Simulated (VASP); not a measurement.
A run of VASP 6.6.1:

File INCAR:

```
SYSTEM = GaP
PREC = Accurate ; ENCUT = 520
EDIFF = 1E-8 ; ISMEAR = -1
SIGMA = 0.08 ; LREAL = .FALSE.
LASPH = .TRUE. ; NELM = 60
ALGO = Normal ; ISIF = 2
LWAVE = .FALSE. ; LCHARG = .FALSE.
GGA = PS ; LEFG = .TRUE.
NBANDS = 16
```

The input KPOINTS:

```
Automatic mesh
0
G
  12 12 12
  0 0 0
```

File POSCAR:

```
GaP
1.0
    0.0000000000      2.7786998443      2.7786998443
    2.7786998443      0.0000000000      2.7786998443
    2.7786998443      2.7786998443      0.0000000000
Ga P
1 1
Direct
    0.0000000000      0.0000000000      0.0000000000
    0.7500000000      0.7500000000      0.7500000000
```

Potentials or basis: VASP PAW PBE potentials, release 64 (Ga_d, P).

Run with:

```bash
$ cat potpaw_PBE.64/Ga_d/POTCAR potpaw_PBE.64/P/POTCAR > POTCAR
$ mpirun -np 1 vasp_std > vasp.out
```

Hardware: 1 thread of AMD EPYC 9R45 96-Core Processor (Zen 5), with other jobs on the host.

Problem. Estimate the wall time of this run.

Solution. It took 28 s on 1 thread of AMD EPYC 9R45 96-Core Processor (Zen 5), on a shared host, peak memory 0.17 GiB. Counts: scf iterations 14, k points 72.
